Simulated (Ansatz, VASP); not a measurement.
## KI: VASP beside Ansatz

File POSCAR:

```
KI
1.0
    0.0000000000      3.5445661589      3.5445661589
    3.5445661589      0.0000000000      3.5445661589
    3.5445661589      3.5445661589      0.0000000000
K I
1 1
Direct
    0.0000000000      0.0000000000      0.0000000000
    0.5000000000      0.5000000000      0.5000000000
```

INCAR.step1

```
PREC     = Accurate       # precision mode
ENCUT    = 520            # plane-wave cutoff, eV
EDIFF    = 1E-5           # SCF threshold, eV
ISMEAR   = 0              # smearing method
SIGMA    = 0.01           # smearing width, eV
LREAL    = False          # projectors in reciprocal space
LASPH    = True           # aspherical terms in the spheres
NELM     = 60             # most SCF steps
ALGO     = Normal         # electronic algorithm
ISIF     = 2              # what is computed and relaxed
LWAVE    = True           # write WAVECAR
LCHARG   = False          # write CHGCAR
GGA      = PE             # functional
NBANDS   = 15             # bands
```

Contents of INCAR.step2:

```
PREC     = Accurate       # precision mode
ENCUT    = 520            # plane-wave cutoff, eV
EDIFF    = 1E-6           # SCF threshold, eV
ISMEAR   = 0              # smearing method
SIGMA    = 0.01           # smearing width, eV
LREAL    = False          # projectors in reciprocal space
LASPH    = True           # aspherical terms in the spheres
NELM     = 60             # most SCF steps
ALGO     = Normal         # electronic algorithm
ISIF     = 2              # what is computed and relaxed
LWAVE    = False          # write WAVECAR
LCHARG   = False          # write CHGCAR
GGA      = PE             # functional
LHFCALC  = True           # exact exchange
HFSCREEN = 0.2079         # screening, 1/A
PRECFOCK = Normal       
ISTART   = 1            
NBANDS   = 15             # bands
```

KPOINTS

```
Automatic mesh
0
Gamma
  4 4 4
```

Input for Ansatz:

```yaml
crystal:
  lattice:
    - [0.0, 3.5445661589, 3.5445661589]
    - [3.5445661589, 0.0, 3.5445661589]
    - [3.5445661589, 3.5445661589, 0.0]
  atoms:
    - { symbol: K, position: [0.0, 0.0, 0.0] }
    - { symbol: I, position: [0.5, 0.5, 0.5] }
kpoints:
  mp_grid: { grid: [4, 4, 4] }
  band_path:
    path:
      - [0.0, 0.0, 0.0]
      - [0.5, 0.0, 0.5]
      - [0.625, 0.25, 0.625]
      - [0.375, 0.375, 0.75]
      - [0.5, 0.5, 0.5]
      - [0.5, 0.25, 0.75]
    npoints: 1
hamiltonian:
  xc: hse06
scf:
  occupations: { method: fixed }
  n_extra_bands: 4
output:
  forces: true
  stress: true
  eigenvalues: true
```

Alike in both runs: task single point; functional HSE06; k mesh 4 × 4 × 4; no spin polarisation.

|  | VASP | Ansatz |
| --- | --- | --- |
| version | VASP 6.6.1 | Ansatz 0.2.0 |
| potentials or method | VASP PAW PBE potentials, release 64 (K_sv, I) | plane waves, PAW |
| plane-wave cutoff (eV) | 520 | 420 |
| occupations | gaussian, width 0.01 eV | fixed |
| valence electrons in the cell | 16 | 26 |

Ansatz gave:

* gap on the k mesh at the Fermi level (eV): 4.94
* pressure (GPa): 0.3

What did VASP give for the same quantities?

gap on the k mesh at the Fermi level (eV): 4.93; pressure (GPa): 0.3.

VASP's potentials hold 16 valence electrons a cell and Ansatz's 26, so a difference there can come from the potentials and not from the codes. Ansatz's warnings: stress exchange threshold loose, stress scf threshold loose.

Spin-orbit coupling is off throughout.
